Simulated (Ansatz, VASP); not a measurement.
**One calculation of K, two programs**

Contents of INCAR:

```
  ALGO = Normal
  EDIFF = 1E-7
  ENCUT = 520
  GGA = PE
  ISIF = 2
  ISMEAR = -1
  LASPH = T
  LCHARG = F
  LREAL = F
  LWAVE = F
  NBANDS = 10
  NELM = 80
  PREC = Accurate
  SIGMA = 0.08
```

File KPOINTS:

```
k-points
0
Gamma
  10 10 10
```

The input POSCAR:

```
K
1.0
   -2.6693463691      2.6693463691      2.6693463691
    2.6693463691     -2.6693463691      2.6693463691
    2.6693463691      2.6693463691     -2.6693463691
K
1
Direct
    0.0000000000      0.0000000000      0.0000000000
```

Input for Ansatz:

```yaml
crystal:
  lattice:
    - [-2.6693463691, 2.6693463691, 2.6693463691]
    - [2.6693463691, -2.6693463691, 2.6693463691]
    - [2.6693463691, 2.6693463691, -2.6693463691]
  atoms:
    - { symbol: K, position: [0.0, 0.0, 0.0] }
kpoints:
  mp_grid: { grid: [10, 10, 10] }
scf:
  occupations: { method: fermi_dirac, width: 0.08 }
hamiltonian:
  xc: pbe
  pseudopotentials: { kind: all_electron, lapw: { basis_error: 0.0005 } }
output:
  forces: true
  stress: true
  eigenvalues: true
```

Change from the starting cell: volume scaled by 1.06.

Alike in both runs: task single point; functional PBE; k mesh 10 × 10 × 10; occupations fermi-dirac, width 0.08 eV; no spin polarisation.

|  | VASP | Ansatz |
| --- | --- | --- |
| version | VASP 6.6.1 | Ansatz 0.2.0 |
| potentials or method | VASP PAW PBE potentials, release 64 (K_sv), cutoff 520 eV | all-electron LAPW, scalar-relativistic |

```tsv
	VASP	Ansatz	Ansatz less VASP
pressure (GPa)	-0.1	-0.1	+0.01
```

Ansatz ran all-electron here, and VASP with PAW potentials.
